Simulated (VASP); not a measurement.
# Ti (Pm-3m) in VASP: further runs

Runs on Ti. Level: PBEsol. Tasks: single point.

Everything below comes from runs of VASP 6.6.1. Logs are shortened: lines on timing, memory, paths and dates and some standing lists are left out, and cuts for length are marked.

## 1. The cell of the first run

Symmetry: Pm-3m, No. 221, cubic system. The conventional cell has a = 2.298 Å, b = 2.298 Å, c = 2.298 Å, α = 90.00°, β = 90.00°, γ = 90.00°. Within 3.0 Å of Ti (site symmetry m-3m) lie 6 Ti at 2.30 Å.

## 2. Single point, PBEsol

INCAR

```
SYSTEM = Ti
PREC = Accurate
ENCUT = 520
EDIFF = 1E-7
ISMEAR = 1
SIGMA = 0.1
LREAL = .False.
LASPH = .True.
NELM = 100
ALGO = Normal
ISIF = 2
LWAVE = .False.
LCHARG = .False.
GGA = PS
NBANDS = 12
```

KPOINTS

```
regular mesh
0
Gamma
  9 9 9
  0 0 0
```

POSCAR

```
Ti
1.0
    2.2981816063      0.0000000000      0.0000000000
    0.0000000000      2.2981816063      0.0000000000
    0.0000000000      0.0000000000      2.2981816063
Ti
1
Direct
    0.0000000000      0.0000000000      0.0000000000
```

Potentials or basis: VASP PAW PBE potentials, release 64 (Ti_sv).

The run is started by

```
$ cat potpaw_PBE.64/Ti_sv/POTCAR > POTCAR
$ mpirun -np 1 vasp_std > vasp.out
```

OUTCAR:

```text
SYSTEM = Ti
   PREC = Accurate
   ENCUT = 520
   EDIFF = 1E-7
   ISMEAR = 1
   LREAL = .False.
   LASPH = .True.
   NELM = 100
   ISIF = 2
   GGA = PS

 ion  position               nearest neighbor table
   1  0.000  0.000  0.000-

  LATTYP: Found a simple cubic cell.
 ALAT       =     2.2981816063

  Lattice vectors:

 A1 = (   2.2981816063,   0.0000000000,   0.0000000000)
 A2 = (   0.0000000000,   2.2981816063,   0.0000000000)
 A3 = (   0.0000000000,   0.0000000000,   2.2981816063)

Analysis of symmetry for initial positions (statically):
=====================================================================
 Subroutine PRICEL returns:
 Original cell was already a primitive cell.

 Routine SETGRP: Setting up the symmetry group for a
 simple cubic supercell.

 Subroutine GETGRP returns: Found 48 space group operations
 (whereof 48 operations were pure point group operations)
 out of a pool of 48 trial point group operations.

The static configuration has the point symmetry O_h .

Analysis of symmetry for dynamics (positions and initial velocities):
=====================================================================
 Subroutine PRICEL returns:
 Original cell was already a primitive cell.

 Routine SETGRP: Setting up the symmetry group for a
 simple cubic supercell.

 Subroutine GETGRP returns: Found 48 space group operations
 (whereof 48 operations were pure point group operations)
 out of a pool of 48 trial point group operations.

The dynamic configuration has the point symmetry O_h .

 Subroutine INISYM returns: Found 48 space group operations
 (whereof 48 operations are pure point group operations),
 and found     1 'primitive' translations

----------------------------------------------------------------------------------------

                                     Primitive cell

  volume of cell :      12.1382

  direct lattice vectors                    reciprocal lattice vectors
     2.298181606  0.000000000  0.000000000     0.435126622  0.000000000  0.000000000
     0.000000000  2.298181606  0.000000000     0.000000000  0.435126622  0.000000000
     0.000000000  0.000000000  2.298181606     0.000000000  0.000000000  0.435126622

  length of vectors
     2.298181606  2.298181606  2.298181606     0.435126622  0.435126622  0.435126622

  position of ions in fractional coordinates (direct lattice)
     0.000000000  0.000000000  0.000000000

  ion indices of the primitive-cell ions
   primitive index   ion index
                 1           1

----------------------------------------------------------------------------------------

 KPOINTS: regular mesh

[... 73 lines left out ...]
   ISIF   =      2    stress and relaxation
   ISYM   =      2    0-nonsym 1-usesym 2-fastsym
   POTIM  = 0.5000    time-step for ionic-motion
   TEBEG  =    0.0;   TEEND  =   0.0 temperature during run
   PSTRESS=    0.0 pullay stress
   NELECT =      12.0000    total number of electrons
   NUPDOWN=      -1.0000    fix difference up-down
   EMIN   =  10.00;   EMAX   =-10.00  energy-range for DOS
   EFERMI =   0.00;   METHOD = LEGACY
   ISMEAR =     1;   SIGMA  =   0.10  broadening in eV -4-tet -1-fermi 0-gaus
   EFERMI_NEDOS =   21; number of points for ismear=-14 and -15
   IALGO  =     38    algorithm
   IMIX   =      4    mixing-type and parameters
     AMIX     =   0.40;   BMIX     =  1.00
     AMIX_MAG =   1.60;   BMIX_MAG =  1.00
  volume/ion in A,a.u.               =      12.14        81.91
  Fermi-wavevector in a.u.,A,eV,Ry     =   1.630863  3.081885 36.187622  2.659715
  Thomas-Fermi vector in A             =   2.723094
   LORBIT       =      0    0 simple, 1 ext, 2 COOP (PROOUT), +10 PAW based schemes
   GGA     = PS    functional components
   LHFCALC =     F    Hartree Fock is set to
   AEXX    =    0.0000 exact exchange contribution
   IVDW    =     0    specifies the selected vdW correction
   LEPSILON=     F    determine dielectric tensor
   LRPA    =     F    only Hartree local field effects (RPA)
 non-spin polarized calculation
 Methfessel and Paxton  Order N= 1 SIGMA  =   0.10
  energy-cutoff  :      520.00
  volume of cell :       12.14
 maximum number of plane-waves:       341
 NGX is ok and might be reduce to    18
   NGX =  9   NGY =  9   NGZ =  9

 number of electron      12.0000010 magnetization

 Free energy of the ion-electron system (eV)
  ---------------------------------------------------
  ext. energy  EPLUGINS =         0.00000000
  ---------------------------------------------------
  free energy    TOTEN  =        -6.77727149 eV

  energy without entropy =       -6.77726084  energy(sigma->0) =       -6.77726794

 E-fermi :  12.2335     XC(G=0): -13.3657

 val. band max:       12.1910907834   @ k =   0.4444   0.3333   0.2222
 cond. band min:      12.2496665904   @ k =   0.4444   0.4444   0.0000
 fundamental gap:      0.0585758070
 Fermi energy:        12.2335236245

 k-point     1 :       0.0000    0.0000    0.0000
  band No.  band energies     occupation
      1     -43.9807      2.00000
      2     -18.7488      2.00000
      3     -18.7488      2.00000
      4     -18.7488      2.00000
      5       6.0392      2.00000
      6       9.8546      2.00000
      7       9.8546      2.00000
      8      18.3648      0.00000
      9      18.3648      0.00000
     10      18.3648      0.00000
     11      33.2095      0.00000
     12      33.2095      0.00000
[... 331 lines left out ...]
 k-point    24 :       0.4444    0.3333    0.1111
  band No.  band energies     occupation
      1     -43.0568      2.00000
      2     -20.9657      2.00000
      3     -20.3491      2.00000
      4     -18.6140      2.00000
      5       8.5579      2.00000
      6      12.5654     -0.00003
      7      14.3164      0.00000
      8      15.0073      0.00000
      9      17.3336      0.00000
     10      20.3196      0.00000
     11      24.1366      0.00000
     12      29.4714      0.00000

 [... further k-points ...]
[... 5 lines left out ...]
  --------------------------------------------------------------------------------------
  -------------------------------------------------------------------------------------
  Total        4.5652327      4.5652327      4.5652327      0.0000000     -0.0000000     -0.0000000
  in kB      602.5879819    602.5879819    602.5879819      0.0000000     -0.0000000     -0.0000000
  external PRESSURE =     602.5879819 kB  Pullay stress =       0.0000000 kB

 VOLUME and BASIS-vectors are now :
 -----------------------------------------------------------------------------
  energy-cutoff  :      520.00
  volume of cell :       12.14
      direct lattice vectors                 reciprocal lattice vectors
     2.298181606  0.000000000  0.000000000     0.435126622  0.000000000  0.000000000
     0.000000000  2.298181606  0.000000000     0.000000000  0.435126622  0.000000000
     0.000000000  0.000000000  2.298181606     0.000000000  0.000000000  0.435126622

 POSITION                                       TOTAL-FORCE (eV/Angst)
 -----------------------------------------------------------------------------------
      0.00000      0.00000      0.00000         0.000000      0.000000      0.000000
 -----------------------------------------------------------------------------------
    total drift:                               -0.000000      0.000000      0.000000

  FREE ENERGIE OF THE ION-ELECTRON SYSTEM (eV)
  ---------------------------------------------------
  free  energy   TOTEN  =        -6.7772714889 eV

  energy  without entropy=       -6.7772608444  energy(sigma->0) =       -6.77726794
```

stdout:

```text
POSCAR found type information on POSCAR Ti
 POSCAR found :  1 types and       1 ions
 scaLAPACK will be used
 -----------------------------------------------------------------------------
|                                                                             |
|                                                                             |
|     You enforced a specific xc type in the INCAR file but a different       |
|     I HOPE YOU KNOW WHAT YOU ARE DOING!                                     |
|                                                                             |
 -----------------------------------------------------------------------------

 LDA part: xc-table for (Slater+PW92), standard interpolation
 POSCAR, INCAR and KPOINTS ok, starting setup
 FFT: planning ... GRIDC
 FFT: planning ... GRID_SOFT
 FFT: planning ... GRID
 WAVECAR not read
 entering main loop
```

Wall time 3 s (1 thread of Intel Xeon 6975P-C, shared host); peak memory 0.12 GiB.

Results:

- Free energy: -6.7773 eV
- Pressure: 60.3 GPa
- Band gap on the k mesh: zero (band 6 reaches 12.98 eV, above the bottom of band 7 at 9.85 eV)

Levels at points of the mesh, in eV from the Fermi level:
| k point | band 3 | band 4 | band 5 | band 6 | band 7 | band 8 | band 9 | band 10 |
| --- | --- | --- | --- | --- | --- | --- | --- | --- |
| (0.00, 0.00, 0.00) | -30.98 | -30.98 | -6.19 | -2.38 | -2.38 | 6.13 | 6.13 | 6.13 |

Caveat: the PAW data sets were made with another functional, which shifts forces and pressure a little.

## 3. Single point, PBEsol

This run uses another cell than the first one, of 13.17 Å³/atom, 1.085 times its volume.

INCAR

```
SYSTEM = Ti
PREC = Accurate
ENCUT = 520
EDIFF = 1E-6
ISMEAR = 1
SIGMA = 0.1
LREAL = .False.
LASPH = .True.
NELM = 80
ALGO = Normal
ISIF = 2
LWAVE = .False.
LCHARG = .True.
GGA = PS
LELF = .True.
LVHAR = .True.
NBANDS = 12
```

KPOINTS is that of step 2.

POSCAR

```
Ti
1.0
    2.3613139565      0.0000000000      0.0000000000
    0.0000000000      2.3613139565      0.0000000000
    0.0000000000      0.0000000000      2.3613139565
Ti
1
Direct
    0.0000000000      0.0000000000      0.0000000000
```

Potentials or basis: VASP PAW PBE potentials, release 64 (Ti_sv).

The run is started by

```
$ cat potpaw_PBE.64/Ti_sv/POTCAR > POTCAR
$ mpirun -np 1 vasp_std > vasp.out
```

OUTCAR:

```text
SYSTEM = Ti
   PREC = Accurate
   ENCUT = 520
   EDIFF = 1E-6
   ISMEAR = 1
   LREAL = .False.
   LASPH = .True.
   NELM = 80
   ISIF = 2
   GGA = PS

 ion  position               nearest neighbor table
   1  0.000  0.000  0.000-

  LATTYP: Found a simple cubic cell.
 ALAT       =     2.3613139565

  Lattice vectors:

 A1 = (   2.3613139565,   0.0000000000,   0.0000000000)
 A2 = (   0.0000000000,   2.3613139565,   0.0000000000)
 A3 = (   0.0000000000,   0.0000000000,   2.3613139565)

Analysis of symmetry for initial positions (statically):
=====================================================================
 Subroutine PRICEL returns:
 Original cell was already a primitive cell.

 Routine SETGRP: Setting up the symmetry group for a
 simple cubic supercell.

 Subroutine GETGRP returns: Found 48 space group operations
 (whereof 48 operations were pure point group operations)
 out of a pool of 48 trial point group operations.

The static configuration has the point symmetry O_h .

Analysis of symmetry for dynamics (positions and initial velocities):
=====================================================================
 Subroutine PRICEL returns:
 Original cell was already a primitive cell.

 Routine SETGRP: Setting up the symmetry group for a
 simple cubic supercell.

 Subroutine GETGRP returns: Found 48 space group operations
 (whereof 48 operations were pure point group operations)
 out of a pool of 48 trial point group operations.

The dynamic configuration has the point symmetry O_h .

 Subroutine INISYM returns: Found 48 space group operations
 (whereof 48 operations are pure point group operations),
 and found     1 'primitive' translations

----------------------------------------------------------------------------------------

                                     Primitive cell

  volume of cell :      13.1662

  direct lattice vectors                    reciprocal lattice vectors
     2.361313957  0.000000000  0.000000000     0.423493029  0.000000000  0.000000000
     0.000000000  2.361313957  0.000000000     0.000000000  0.423493029  0.000000000
     0.000000000  0.000000000  2.361313957     0.000000000  0.000000000  0.423493029
[... 107 lines left out ...]
   GGA     = PS    functional components
   LHFCALC =     F    Hartree Fock is set to
   AEXX    =    0.0000 exact exchange contribution
   IVDW    =     0    specifies the selected vdW correction
   LEPSILON=     F    determine dielectric tensor
   LRPA    =     F    only Hartree local field effects (RPA)
 non-spin polarized calculation
 Methfessel and Paxton  Order N= 1 SIGMA  =   0.10
  energy-cutoff  :      520.00
  volume of cell :       13.17
 maximum number of plane-waves:       365
 NGX is ok and might be reduce to    18
   NGX =  9   NGY =  9   NGZ =  9

 number of electron      11.9999993 magnetization

 Free energy of the ion-electron system (eV)
  ---------------------------------------------------
  ext. energy  EPLUGINS =         0.00000000
  ---------------------------------------------------
  free energy    TOTEN  =        -7.09600144 eV

  energy without entropy =       -7.09604855  energy(sigma->0) =       -7.09601714

 E-fermi :  11.2507     XC(G=0): -12.9263

 val. band max:       11.2287945121   @ k =   0.4444   0.3333   0.2222
 cond. band min:      11.3818054682   @ k =   0.4444   0.4444   0.2222
 fundamental gap:      0.1530109561
 Fermi energy:        11.2507068270

 k-point     1 :       0.0000    0.0000    0.0000
  band No.  band energies     occupation
      1     -44.9724      2.00000
      2     -20.0662      2.00000
      3     -20.0662      2.00000
      4     -20.0662      2.00000
      5       4.9888      2.00000
      6       9.0682      2.00000
      7       9.0682      2.00000
      8      16.8190      0.00000
      9      16.8190      0.00000
     10      16.8190      0.00000
     11      30.9709      0.00000
     12      30.9709      0.00000
[... 331 lines left out ...]
 k-point    24 :       0.4444    0.3333    0.1111
  band No.  band energies     occupation
      1     -44.2570      2.00000
      2     -21.8812      2.00000
      3     -21.3775      2.00000
      4     -19.9608      2.00000
      5       7.8731      2.00000
      6      11.4128     -0.04424
      7      13.1542     -0.00000
      8      13.7284      0.00000
      9      15.7892      0.00000
     10      18.4713      0.00000
     11      22.0857      0.00000
     12      27.4170      0.00000

 [... further k-points ...]
[... 5 lines left out ...]
  --------------------------------------------------------------------------------------
  -------------------------------------------------------------------------------------
  Total        3.2740522      3.2740522      3.2740522     -0.0000000      0.0000000     -0.0000000
  in kB      398.4143627    398.4143627    398.4143627     -0.0000000      0.0000000     -0.0000000
  external PRESSURE =     398.4143627 kB  Pullay stress =       0.0000000 kB

 VOLUME and BASIS-vectors are now :
 -----------------------------------------------------------------------------
  energy-cutoff  :      520.00
  volume of cell :       13.17
      direct lattice vectors                 reciprocal lattice vectors
     2.361313957  0.000000000  0.000000000     0.423493029  0.000000000  0.000000000
     0.000000000  2.361313957  0.000000000     0.000000000  0.423493029  0.000000000
     0.000000000  0.000000000  2.361313957     0.000000000  0.000000000  0.423493029

 POSITION                                       TOTAL-FORCE (eV/Angst)
 -----------------------------------------------------------------------------------
      0.00000      0.00000      0.00000         0.000000      0.000000      0.000000
 -----------------------------------------------------------------------------------
    total drift:                                0.000000      0.000000      0.000000

  FREE ENERGIE OF THE ION-ELECTRON SYSTEM (eV)
  ---------------------------------------------------
  free  energy   TOTEN  =        -7.0960014358 eV

  energy  without entropy=       -7.0960485483  energy(sigma->0) =       -7.09601714
```

OSZICAR:

```text
N       E                     dE             d eps       ncg     rms          rms(c)
DAV:   1     0.864999891927E+02    0.86500E+02   -0.65746E+03   840   0.128E+03
DAV:   2    -0.376701747641E+01   -0.90267E+02   -0.87068E+02   856   0.301E+02
DAV:   3    -0.737103435201E+01   -0.36040E+01   -0.35419E+01  1112   0.621E+01
DAV:   4    -0.743363302959E+01   -0.62599E-01   -0.62440E-01   932   0.692E+00
DAV:   5    -0.743480181610E+01   -0.11688E-02   -0.11686E-02  1032   0.850E-01    0.124E+01
DAV:   6    -0.704690788762E+01    0.38789E+00   -0.90939E-01   964   0.141E+01    0.480E+00
DAV:   7    -0.707037338137E+01   -0.23465E-01   -0.85513E-02  1100   0.354E+00    0.204E+00
DAV:   8    -0.709604959805E+01   -0.25676E-01   -0.63415E-02   940   0.247E+00    0.149E-01
DAV:   9    -0.709596005064E+01    0.89547E-04   -0.42485E-03   968   0.610E-01    0.130E-01
DAV:  10    -0.709602990511E+01   -0.69854E-04   -0.68856E-04   868   0.259E-01    0.653E-02
DAV:  11    -0.709600067759E+01    0.29228E-04   -0.56056E-05   984   0.113E-01    0.115E-02
DAV:  12    -0.709600143583E+01   -0.75824E-06   -0.17778E-06   876   0.163E-02
   1 F= -.70960014E+01 E0= -.70960171E+01  d E =0.471124E-04
```

Wall time 4 s (1 thread of Intel Xeon 6975P-C, shared host); peak memory 0.12 GiB.

What came out:

| Property | Result |
| --- | --- |
| Free energy | -7.0960 eV |
| Pressure | 39.8 GPa |
| Band gap on the k mesh | zero (band 6 reaches 11.80 eV, above the bottom of band 7 at 9.07 eV) |

Caveat: the PAW data sets were made with another functional, which shifts forces and pressure a little.

(Part 1 of 2 ends here.)
